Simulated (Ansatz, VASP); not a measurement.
## One calculation of CdSe, two programs

```
CELL_PARAMETERS angstrom
0.00000 3.07027 3.07027
3.07027 0.00000 3.07027
3.07027 3.07027 0.00000
ATOMIC_POSITIONS crystal
Cd 0.00000 0.00000 0.00000
Se 0.25000 0.25000 0.25000
```

Alike in both runs: task relaxation of cell and atoms; functional PBEsol; dispersion D4; k mesh 8 × 8 × 8; occupations fermi-dirac, width 0.05 eV; no spin polarisation.

|  | VASP | Ansatz |
| --- | --- | --- |
| version | VASP 6.6.1 | Ansatz 0.2.0 |
| potentials or method | VASP PAW PBE potentials, release 64 (Cd, Se) | Ansatz PAW |
| plane-wave cutoff (eV) | 600 | 420 |
| valence electrons in the cell | 18 | 36 |

Ansatz gave:

- relaxed volume (Å³/atom): 27.57
- relaxed cell length with the largest relative difference (Å): 4.272

Which values does VASP return?

Relaxed volume (Å³/atom): 27.73; relaxed cell length with the largest relative difference (Å): 4.280.

VASP's potentials were made for PBE, not for PBEsol. VASP's potentials hold 18 valence electrons a cell and Ansatz's 36, so a difference there can come from the potentials and not from the codes.

Noted on Ansatz's run: the plane-wave basis is chosen anew once the cell has moved, so the energies of steps on either side of that aren't comparable.
